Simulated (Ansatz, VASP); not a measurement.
## OsCl4: VASP beside Ansatz

File INCAR:

```
SYSTEM = OsCl4
PREC = Accurate
ENCUT = 520
EDIFF = 1E-6
ISMEAR = 0
SIGMA = 0.05
LREAL = .FALSE.
LASPH = .TRUE.
NELM = 150
ALGO = Normal
ISIF = 2
LWAVE = .FALSE.
LCHARG = .FALSE.
ISPIN = 2
MAGMOM = 4 0 0 0 0
LORBIT = 11
LMAXMIX = 4
NBANDS = 30
```

File KPOINTS:

```
regular mesh
0
G
  4 4 5
  0 0 0
```

File POSCAR:

```
OsCl4
1.0
    3.9645000000     -4.1630000000      0.0000000000
    3.9645000000      4.1630000000      0.0000000000
    0.0000000000      0.0000000000      3.5600000000
Os Cl
1 4
Direct
    0.0000000000      0.0000000000      0.0000000000
    0.8106000000      0.1894000000      0.5000000000
    0.1894000000      0.8106000000      0.5000000000
    0.2852000000      0.2852000000      0.0000000000
    0.7148000000      0.7148000000      0.0000000000
```

Input for Ansatz:

```yaml
crystal:
  lattice:
    - [3.9645, -4.163, 0.0]
    - [3.9645, 4.163, 0.0]
    - [0.0, 0.0, 3.56]
  atoms:
    - { symbol: Os, position: [0.0, 0.0, 0.0], spin: 4.0 }
    - { symbol: Cl, position: [0.8106, 0.1894, 0.5] }
    - { symbol: Cl, position: [0.1894, 0.8106, 0.5] }
    - { symbol: Cl, position: [0.2852, 0.2852, 0.0] }
    - { symbol: Cl, position: [0.7148, 0.7148, 0.0] }
basis:
  ecutwfc: 420
  ecutrho_ratio: 4
kpoints:
  mp_grid: { grid: [4, 4, 5] }
hamiltonian:
  xc: lda
scf:
  occupations: { method: gaussian, width: 0.05 }
  lower_state_search: "off"
  max_iter: 150
output:
  forces: true
  stress: true
  eigenvalues: true
  populations: true
  hubbard: { sites: [{ site: 0, l: d }] }
magnetization:
  spin_polarized: true
```

Alike in both runs: task single point; functional LDA; k mesh 4 × 4 × 5; occupations gaussian, width 0.05 eV; collinear spin.

```csv
,VASP,Ansatz
version,VASP 6.6.1,Ansatz 0.2.0
potentials or method,"VASP PAW LDA potentials, release 64 (Os, Cl), cutoff 520 eV","scalar-relativistic, plane waves, PAW"
valence electrons in the cell,36,44
```

VASP gave:

```
gap on the k mesh at the Fermi level (eV)                     : none
pressure (GPa)                                                : -3.0
traceless stress, the component that is largest in VASP (GPa) : -0.34
rms of the force components (eV/Å)                            : 0.217
net moment per atom (μB)                                      : 0.39
size of the moment on the site where the two differ most (μB) : 1.23
```

Problem. What did Ansatz give for the same quantities?

Solution. gap on the k mesh at the Fermi level (eV): none; pressure (GPa): -3.2; traceless stress, the component that is largest in VASP (GPa): -0.27; rms of the force components (eV/Å): 0.250; net moment per atom (μB): 0.39; size of the moment on the site where the two differ most (μB): 0.94.

LDA's correlation is that of Perdew and Zunger in VASP and of Perdew and Wang (1992) in Ansatz. Site moments also hang on the region over which each program counts them. Atom by atom the forces differ by 0.034 eV/Å (rms over components). A gap of «none» marks a metal or a gap that the smearing closes. VASP's potentials hold 36 valence electrons a cell and Ansatz's 44, so a difference there can come from the potentials and not from the codes.

Spin-orbit coupling is off throughout.
